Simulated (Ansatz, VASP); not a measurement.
**Mg: VASP beside Ansatz**

```
CELL_PARAMETERS angstrom
0.02244 2.24426 2.24426
2.24426 0.02244 2.24426
2.26670 2.26670 0.00000
ATOMIC_POSITIONS crystal
Mg 0.00000 0.00000 0.00000
```

Change from the starting cell: strain = 0.02.

Alike in both runs: task single point; functional PBE; k mesh 10 × 10 × 10; occupations fermi-dirac, width 0.05 eV; no spin polarisation.

|  | VASP | Ansatz |
| --- | --- | --- |
| version | VASP 6.6.1 | Ansatz 0.2.0 |
| potentials or method | VASP PAW PBE potentials, release 64 (Mg), cutoff 600 eV | all-electron LAPW, scalar-relativistic |

Ansatz gave:

```
gap on the k mesh at the Fermi level (eV)                     : none
pressure (GPa)                                                : 0.8
traceless stress, the component that is largest in VASP (GPa) : -0.35
```

Q: What did VASP give for the same quantities?

A: gap on the k mesh at the Fermi level (eV): none; pressure (GPa): 0.7; traceless stress, the component that is largest in VASP (GPa): -0.35.

A gap of «none» marks a metal or a gap that the smearing closes. Ansatz ran all-electron here, and VASP with PAW potentials.
